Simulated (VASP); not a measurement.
Wanted: the native input for a VASP 6.6.1 run.

```
Task                   : single point
Functional             : PBE
Potentials or basis    : VASP PAW PBE potentials, release 64 (Ta_pv, H)
Cutoff                 : 520 eV
k mesh                 : 6 × 6 × 1
Occupations            : gaussian, width 0.1 eV
Spin                   : no spin polarisation
Dipole correction      : yes
Further INCAR settings : ALGO = Normal; EDIFF = 1e-06; NBANDS = 42
```

The structure of Ta6H lies in POSCAR:

```
Ta6H
1.0
    4.6937283341      0.0000000000      0.0000000000
   -2.3468641670      4.0648879758      0.0000000000
    0.0000000000      0.0000000000     19.9881921123
Ta H
6 1
Direct
    0.6666666667      0.3333333333      0.2001181486
    0.3333333333      0.6666666667      0.2480516124
    0.0000000000      0.0000000000      0.2959850763
    0.6666666667      0.3333333333      0.3401842451
    0.3333333333      0.6666666667      0.3819724402
    0.0000000000      0.0000000000      0.4246603227
    0.1111111111      0.4444444444      0.4618488344
```

One way to write it, as run:

INCAR

```
SYSTEM = Ta6H
PREC     = Accurate       ! precision mode
ENCUT    = 520            ! plane-wave cutoff, eV
EDIFF    = 1E-6           ! SCF threshold, eV
ISMEAR   = 0              ! smearing method
SIGMA    = 0.1            ! smearing width, eV
LREAL    = .False.        ! projectors in reciprocal space
LASPH    = .True.         ! aspherical terms in the spheres
NELM     = 60             ! most SCF steps
ALGO     = Normal         ! electronic algorithm
ISIF     = 2              ! what is computed and relaxed
LWAVE    = .False.        ! write WAVECAR
LCHARG   = .False.        ! write CHGCAR
LDIPOL   = .True.       
IDIPOL   = 3            
DIPOL    = 0.5 0.5 0.336
GGA      = PE             ! functional
NBANDS   = 42             ! bands
```

KPOINTS

```
regular mesh
0
Gamma
  6 6 1
  0 0 0
```

Potentials or basis: VASP PAW PBE potentials, release 64 (Ta_pv, H).

The run is started by

```bash
$ cat potpaw_PBE.64/Ta_pv/POTCAR potpaw_PBE.64/H/POTCAR > POTCAR
$ mpirun -np 1 vasp_std > vasp.out
```

Results of the run:

| Item | Value |
| --- | --- |
| Largest force | 1.873 eV/Å |

Run time: 14 min on 1 thread of Intel(R) Xeon(R) Platinum 8259CL CPU @ 2.50GHz (Skylake/Cascade Lake), on a shared host, peak memory 0.6 GiB.
